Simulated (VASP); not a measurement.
Runs of VASP 6.6.1 on ZrN. Symmetry: Fm-3m, No. 225, cubic system. The conventional cell has a = 4.589 Å, b = 4.589 Å, c = 4.589 Å, α = 90.00°, β = 90.00°, γ = 90.00°. Zr (site symmetry m-3m) has 6 N at 2.29 Å within 3.0 Å. Within 3.0 Å of N (site symmetry m-3m) lie 6 Zr at 2.29 Å. 

```csv
level,spin,U,fixed moment (μB),k mesh,smearing,gap on the mesh (eV),pressure (GPa),moment (μB)
PBE,off,-,-,"2 × 2 × 2, shifted",gaussian 0.1 eV,none,-0.5,-
PBE,off,-,-,8 × 8 × 8,gaussian 0.1 eV,none,1.4,-
PBEsol,off,-,-,8 × 8 × 8,gaussian 0.1 eV,none,(a),-
PBE,off,-,-,2 × 2 × 2,fermi-dirac 0.00861733 eV,none,(b),-
PBE+U,"collinear, ferromagnetic start",Zr d U = 5.1 eV,5.0,"2 × 2 × 2, shifted",gaussian 0.1 eV,-,98.0,5.00
PBE+D3(BJ)+U,"collinear, ferrimagnetic start",Zr d U = 3.4 eV,-,4 × 4 × 4,gaussian 0.1 eV,none,5.5,0.00
```

Alike in all rows: task single point; potentials or basis VASP PAW PBE potentials, release 64 (Zr_sv, N); cell as given; cutoff (eV) 600.

Fill in the values left out.

(a) -5.6; (b) 0.8.

Caveats: some runs use coarse meshes; the PAW data sets were made with another functional, which shifts forces and pressure a little (some runs); the moment is held away from its start (some runs); the total moment is fixed, so each spin has its own Fermi level (some runs); pairwise dispersion overbinds metals, which lowers pressure and volume (some runs).

A k mesh can miss the band edges, and the runs leave out spin-orbit coupling on Zr.

A gap of «none» marks levels without a gap at the run's occupations.
